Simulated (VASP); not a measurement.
# GaN (P6_3mc) in VASP: further runs, part 2 of 2

VASP 6.6.1. Earlier steps stand in the parts before.

### 3 Single point, r2SCAN

POSCAR reads:

```
GaN
1.0
    3.1831025598      0.0000000000      0.0000000000
   -1.5915512799      2.7566476796      0.0000000000
    0.0000000000      0.0000000000      5.1835786652
Ga N
2 2
Direct
    0.3333333333      0.6666666667     -0.0008903619
    0.6666666667      0.3333333333      0.4991096381
    0.3333333333      0.6666666667      0.3758903619
    0.6666666667      0.3333333333      0.8758903619
```

INCAR.step1 reads:

```
PREC = Accurate
ENCUT = 520
ISMEAR = 0
SIGMA = 0.01
LREAL = F
LASPH = T
NELM = 60
NBANDS = 26
GGA = PE
ALGO = Normal
EDIFF = 1E-4
LWAVE = T
LCHARG = F
```

INCAR.step2 reads:

```
PREC = Accurate
ENCUT = 520
EDIFF = 1E-7
ISMEAR = 0
SIGMA = 0.01
LREAL = F
LASPH = T
NELM = 60
ALGO = Normal
ISIF = 2
LWAVE = F
LCHARG = F
METAGGA = R2SCAN
LMIXTAU = T
NBANDS = 26
ISTART = 1
```

KPOINTS reads:

```
Automatic mesh
0
Gamma
  8 8 4
```

Potentials or basis: VASP PAW PBE potentials, release 64 (Ga_d, N).

On the command line:

```sh
cat potpaw_PBE.64/Ga_d/POTCAR potpaw_PBE.64/N/POTCAR > POTCAR
cp INCAR.step1 INCAR
mpirun -np 1 vasp_std > vasp.out
cp INCAR.step2 INCAR
mpirun -np 1 vasp_std > vasp.out
```

OUTCAR:

```text
PREC = Accurate
   ENCUT = 520
   EDIFF = 1E-7
   ISMEAR = 0
   LREAL = F
   LASPH = T
   NELM = 60
   ISIF = 2
   METAGGA = R2SCAN
   ISTART = 1

 ion  position               nearest neighbor table
   1  0.333  0.667  0.999-   4 1.95   4 1.95   4 1.95   3 1.95
   2  0.667  0.333  0.499-   3 1.95   3 1.95   3 1.95   4 1.95
   3  0.333  0.667  0.376-   2 1.95   2 1.95   2 1.95   1 1.95
   4  0.667  0.333  0.876-   1 1.95   1 1.95   1 1.95   2 1.95

  LATTYP: Found a hexagonal cell.
 ALAT       =     3.1831025598
 C/A-ratio  =     1.6284673735

  Lattice vectors:

 A1 = (   3.1831025598,   0.0000000000,   0.0000000000)
 A2 = (  -1.5915512799,   2.7566476796,   0.0000000000)
 A3 = (   0.0000000000,   0.0000000000,   5.1835786652)

Analysis of symmetry for initial positions (statically):
=====================================================================
 Subroutine PRICEL returns:
 Original cell was already a primitive cell.

 Routine SETGRP: Setting up the symmetry group for a
 hexagonal supercell.

 Subroutine GETGRP returns: Found 12 space group operations
 (whereof  6 operations were pure point group operations)
 out of a pool of 24 trial point group operations.

The static configuration has the point symmetry C_3v.
 The point group associated with its full space group is C_6v.

Analysis of symmetry for dynamics (positions and initial velocities):
=====================================================================
 Subroutine PRICEL returns:
 Original cell was already a primitive cell.

 Routine SETGRP: Setting up the symmetry group for a
 hexagonal supercell.

 Subroutine GETGRP returns: Found 12 space group operations
 (whereof  6 operations were pure point group operations)
 out of a pool of 24 trial point group operations.

The dynamic configuration has the point symmetry C_3v.
[... 116 lines left out ...]
   NUPDOWN=      -1.0000    fix difference up-down
   EMIN   =  10.00;   EMAX   =-10.00  energy-range for DOS
   EFERMI =   0.00;   METHOD = LEGACY
   ISMEAR =     0;   SIGMA  =   0.01  broadening in eV -4-tet -1-fermi 0-gaus
   EFERMI_NEDOS =   21; number of points for ismear=-14 and -15
   IALGO  =     38    algorithm
   IMIX   =      4    mixing-type and parameters
     AMIX     =   0.40;   BMIX     =  1.00
     AMIX_MAG =   1.60;   BMIX_MAG =  1.00
  volume/ion in A,a.u.               =      11.37        76.74
  Fermi-wavevector in a.u.,A,eV,Ry     =   1.514334  2.861677 31.201000  2.293209
  Thomas-Fermi vector in A             =   2.624006
   LORBIT       =      0    0 simple, 1 ext, 2 COOP (PROOUT), +10 PAW based schemes
   METAGGA = R2SCAN    functional components
   LHFCALC =     F    Hartree Fock is set to
   AEXX    =    0.0000 exact exchange contribution
   IVDW    =     0    specifies the selected vdW correction
   LEPSILON=     F    determine dielectric tensor
   LRPA    =     F    only Hartree local field effects (RPA)
 non-spin polarized calculation
 Gauss-broadening in eV      SIGMA  =   0.01
  energy-cutoff  :      520.00
  volume of cell :       45.48
 maximum number of plane-waves:      1244
 NGX is ok and might be reduce to    24
   NGX = 11   NGY = 11   NGZ = 19

 number of electron      35.9999993 magnetization

 Free energy of the ion-electron system (eV)
  ---------------------------------------------------
  ext. energy  EPLUGINS =         0.00000000
  ---------------------------------------------------
  free energy    TOTEN  =       -43.82044280 eV

  energy without entropy =      -43.82044280  energy(sigma->0) =      -43.82044280

 E-fermi :   5.1679     XC(G=0): -12.6637

 val. band max:        5.1019092710   @ k =   0.0000   0.0000   0.0000
 cond. band min:       7.4456458361   @ k =   0.0000   0.0000   0.0000
 fundamental gap:      2.3437365651
 Fermi energy:         5.1679474997

 k-point     1 :       0.0000    0.0000    0.0000
  band No.  band energies     occupation
      1     -11.7106      2.00000
      2     -10.7041      2.00000
      3      -8.7270      2.00000
      4      -8.7111      2.00000
      5      -8.7111      2.00000
      6      -8.6425      2.00000
[... 685 lines left out ...]
     25      18.0271      0.00000
     26      18.0271      0.00000

 [... further k-points ...]
[... 5 lines left out ...]
  --------------------------------------------------------------------------------------
  -------------------------------------------------------------------------------------
  Total        0.3221150      0.3221150      0.2820992      0.0000000      0.0000000     -0.0000000
  in kB       11.3464482     11.3464482      9.9368975      0.0000000      0.0000000     -0.0000000
  external PRESSURE =      10.8765980 kB  Pullay stress =       0.0000000 kB

 VOLUME and BASIS-vectors are now :
 -----------------------------------------------------------------------------
  energy-cutoff  :      520.00
  volume of cell :       45.48
      direct lattice vectors                 reciprocal lattice vectors
     3.183102560  0.000000000  0.000000000     0.314158900  0.181379726  0.000000000
    -1.591551280  2.756647680  0.000000000     0.000000000  0.362759451  0.000000000
     0.000000000  0.000000000  5.183578665     0.000000000  0.000000000  0.192916914

 POSITION                                       TOTAL-FORCE (eV/Angst)
 -----------------------------------------------------------------------------------
     -0.00000      1.83777      5.17896         0.000000      0.000000      0.005490
      1.59155      0.91888      2.58717        -0.000000      0.000000      0.005490
     -0.00000      1.83777      1.94846         0.000000     -0.000000     -0.005490
      1.59155      0.91888      4.54025        -0.000000      0.000000     -0.005490
 -----------------------------------------------------------------------------------
    total drift:                                0.000002      0.000004      0.034451

  FREE ENERGIE OF THE ION-ELECTRON SYSTEM (eV)
  ---------------------------------------------------
  free  energy   TOTEN  =       -43.8204428010 eV

  energy  without entropy=      -43.8204428010  energy(sigma->0) =      -43.82044280
```

OUTCAR.step1:

```text
PREC = Accurate
   ENCUT = 520
   ISMEAR = 0
   LREAL = F
[... 928 lines left out ...]
     -0.00000      1.83777      5.17896        -0.000000      0.000000      0.005379
      1.59155      0.91888      2.58717         0.000000     -0.000000      0.005379
     -0.00000      1.83777      1.94846         0.000000      0.000000     -0.005379
      1.59155      0.91888      4.54025        -0.000000     -0.000000     -0.005379
 -----------------------------------------------------------------------------------
    total drift:                               -0.000001     -0.000001     -0.000332

  FREE ENERGIE OF THE ION-ELECTRON SYSTEM (eV)
  ---------------------------------------------------
  free  energy   TOTEN  =       -24.2966340207 eV

  energy  without entropy=      -24.2966340207  energy(sigma->0) =      -24.29663402
```

OSZICAR.step1:

```text
N       E                     dE             d eps       ncg     rms          rms(c)
DAV:   1     0.280397457028E+03    0.28040E+03   -0.17585E+04  1736   0.259E+03
DAV:   2     0.755306574597E+01   -0.27284E+03   -0.25743E+03  1688   0.485E+02
DAV:   3    -0.271195217493E+02   -0.34673E+02   -0.34210E+02  1878   0.143E+02
DAV:   4    -0.283061815662E+02   -0.11867E+01   -0.11813E+01  1826   0.278E+01
DAV:   5    -0.283290821644E+02   -0.22901E-01   -0.22879E-01  1944   0.376E+00    0.110E+01
DAV:   6    -0.242161832912E+02    0.41129E+01   -0.99996E+00  2574   0.492E+01    0.306E+00
DAV:   7    -0.243147483208E+02   -0.98565E-01   -0.14266E+00  1636   0.903E+00    0.272E+00
DAV:   8    -0.243097376465E+02    0.50107E-02   -0.14214E-01  2586   0.503E+00    0.768E-01
DAV:   9    -0.242961179717E+02    0.13620E-01   -0.45187E-02  2582   0.361E+00    0.336E-01
DAV:  10    -0.242966599944E+02   -0.54202E-03   -0.42205E-03  1630   0.405E-01    0.634E-02
DAV:  11    -0.242966340207E+02    0.25974E-04   -0.27237E-04  1666   0.312E-01
   1 F= -.24296634E+02 E0= -.24296634E+02  d E =-.782466E-36
```

Run time: 61 s. Hardware: 1 thread of Intel Xeon 6975P-C (Granite Rapids), shared host; peak memory 0.18 GiB.

Results:

```
Free energy            : -43.8204 eV
Pressure               : 1.1 GPa
Largest force          : 0.005 eV/Å
Band gap on the k mesh : 2.34 eV, direct
```

Forces in eV/Å, atoms in the order of the input:
```
Ga   0.000  0.000  0.005
Ga   0.000  0.000  0.005
N    0.000  0.000 -0.005
N    0.000  0.000 -0.005
```

Stress tensor (GPa, compression positive):
```
1.13 0.00 0.00
0.00 1.13 0.00
0.00 0.00 0.99
```

Caveat: the PAW data sets were made with another functional, which shifts forces and pressure a little.

### 4 Comparison with measurements

Step 2. A measured gap of GaN is 3.503 eV (direct; quoted in “Studying electronic properties in GaN without electrical contacts using γ-γ vs e−-γ Perturbed Angular Correlations”, 2019, pmc:6823545); the calculated 2.34 eV misses it by -1.16 eV. Spin-orbit coupling on Ga is left out. The value is that of r2SCAN, without temperature or zero-point motion.

Step 3. A measured gap of GaN is 3.503 eV (direct; quoted in “Studying electronic properties in GaN without electrical contacts using γ-γ vs e−-γ Perturbed Angular Correlations”, 2019, pmc:6823545); the calculated 2.34 eV misses it by -1.16 eV. Spin-orbit coupling on Ga is left out. The value is that of r2SCAN, without temperature or zero-point motion.
